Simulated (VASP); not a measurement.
Here is a VASP 6.6.1 calculation.

File INCAR:

```
SYSTEM = TePb
PREC = Accurate
ENCUT = 500
EDIFF = 1E-6
ISMEAR = 0
SIGMA = 0.05
LREAL = .False.
LASPH = .True.
NELM = 120
ALGO = Normal
ISIF = 2
LWAVE = .False.
LCHARG = .True.
GGA = PE
LELF = .True.
LVHAR = .True.
NBANDS = 17
GGA_COMPAT = .False.
```

KPOINTS

```
Automatic mesh
0
Gamma
  8 8 8
  0 0 0
```

File POSCAR:

```
TePb
1.0
    0.0000000000      3.3883500000      3.2270000000
    3.3883500000      0.0000000000      3.2270000000
    3.3883500000      3.3883500000      0.0000000000
Te Pb
1 1
Direct
    0.5000000000      0.5000000000      0.5000000000
    0.0000000000      0.0000000000      0.0000000000
```

Potentials or basis: VASP PAW PBE potentials, release 64 (Te, Pb_d).

The run is started by

```bash
$ cat potpaw_PBE.64/Te/POTCAR potpaw_PBE.64/Pb_d/POTCAR > POTCAR
$ mpirun -np 1 vasp_std > vasp.out
```

Estimate the pressure.

-1.3 GPa.

What does it give for the band gap on the k mesh?

0.81 eV.

Stress tensor (GPa, compression positive):
```
-2.77  0.00  0.00
 0.00 -2.77  0.00
 0.00  0.00  1.53
```

Caveat: the cell differs from its parent crystal (strain +0.050 along x and y, +0.000 along z); spin-orbit coupling is left out, which moves the levels of the heavy elements. A k mesh can miss the band edges.
